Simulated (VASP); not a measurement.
Wanted: the native input for a VASP 6.6.1 run.

- Task: single point
- Functional: r2SCAN-based global hybrid
- Potentials or basis: VASP PAW PBE potentials, release 64 (As)
- Cutoff: 520 eV
- k mesh: 6 × 6 × 6
- Occupations: fermi-dirac, width 0.05 eV
- Spin: no spin polarisation
- Dipole correction: no
- Grid for exact exchange (PRECFOCK): Normal
- Share of exact exchange: 0.15
- Further INCAR settings: ALGO = Normal; EDIFF = 1e-07; NBANDS = 8

Crystal: As.

```
As
1.0
     2.70368    0.00000    0.00000
     0.00000    2.70368    0.00000
     0.00000    0.00000    2.70368
As
1
Direct
  0.50000 0.50000 0.50000
```

One way to write it, as run:

POSCAR

```
As
1.0
    2.7036817444      0.0000000000      0.0000000000
    0.0000000000      2.7036817444      0.0000000000
    0.0000000000      0.0000000000      2.7036817444
As
1
Direct
    0.5000000000      0.5000000000      0.5000000000
```

INCAR.step1

```
ALGO = Normal
EDIFF = 1E-5
ENCUT = 520
GGA = PE
ISIF = 2
ISMEAR = -1
LASPH = T
LREAL = F
LWAVE = T
NBANDS = 8
NELM = 100
PREC = Accurate
SIGMA = 0.05
```

INCAR.step2

```
AEXX = 0.15
ALGO = Normal
EDIFF = 1E-7
ENCUT = 520
ISIF = 2
ISMEAR = -1
ISTART = 1
LASPH = T
LCHARG = T
LELF = T
LHFCALC = T
LMIXTAU = T
LREAL = F
LVHAR = T
LWAVE = F
METAGGA = R2SCAN
NBANDS = 8
NELM = 100
PREC = Accurate
PRECFOCK = Normal
SIGMA = 0.05
```

KPOINTS

```
k-points
0
Gamma
  6 6 6
```

Potentials or basis: VASP PAW PBE potentials, release 64 (As).

Run with:

```console
$ cat potpaw_PBE.64/As/POTCAR > POTCAR
$ cp INCAR.step1 INCAR
$ mpirun -np 1 vasp_std > vasp.out
$ cp INCAR.step2 INCAR
$ mpirun -np 1 vasp_std > vasp.out
```

It gave:

| Quantity | Value |
| --- | --- |
| Pressure | -1.9 GPa |

Caveat: the k points lie up to 0.39 Å⁻¹ apart; the PAW data sets were made with another functional, which shifts forces and pressure a little.

Run time: 66 s on 1 thread of Intel(R) Xeon(R) 6975P-C (Granite Rapids), on a shared host, peak memory 0.13 GiB.
